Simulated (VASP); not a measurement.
Runs of VASP 6.6.1 on Pd. The structure is that of space group P6/mmm (No. 191), or close to it. The cells are those of the table. 

| cell | k mesh | gap on the mesh (eV) | pressure (GPa) | moment (μB) |
| --- | --- | --- | --- | --- |
| a = 4.538, b = 4.538, c = 2.691 Å, angles 90.0, 90.0, 120.0°, 3 atoms | 9 × 9 × 13 | none | -0.1 | 0.45 |
| a = 4.598, b = 4.598, c = 2.727 Å, angles 90.0, 90.0, 120.0°, 3 atoms | 9 × 9 × 13 | none | (b) | (c) |
| a = 4.476, b = 4.476, c = 2.655 Å, angles 90.0, 90.0, 120.0°, 3 atoms | 9 × 9 × 13 | none | 6.5 | 0.29 |
| a = 4.538, b = 4.538, c = 2.691 Å, angles 90.0, 90.0, 120.0°, 3 atoms | 11 × 11 × 15 | none | (d) | 0.00 |
| a = 4.656, b = 4.656, c = 2.761 Å, angles 90.0, 90.0, 120.0°, 3 atoms | 9 × 9 × 13 | none | -9.0 | 0.63 |
| a = 4.713, b = 4.713, c = 2.795 Å, angles 90.0, 90.0, 120.0°, 3 atoms | 9 × 9 × 13 | none | -11.9 | (a) |

Alike in all rows: task single point; level revPBE; potentials or basis VASP PAW PBE potentials, release 64 (Pd); spin collinear, ferromagnetic start; cutoff (eV) 520; smearing fermi-dirac 0.05 eV.

Problem. Fill in the values left out.

Solution. (a) 0.67; (b) -5.1; (c) 0.56; (d) -0.2.

Caveats: the PAW data sets were made with another functional, which shifts forces and pressure a little.

A k mesh can miss the band edges, and the runs leave out spin-orbit coupling on Pd.

A gap of «none» marks levels without a gap at the run's occupations.
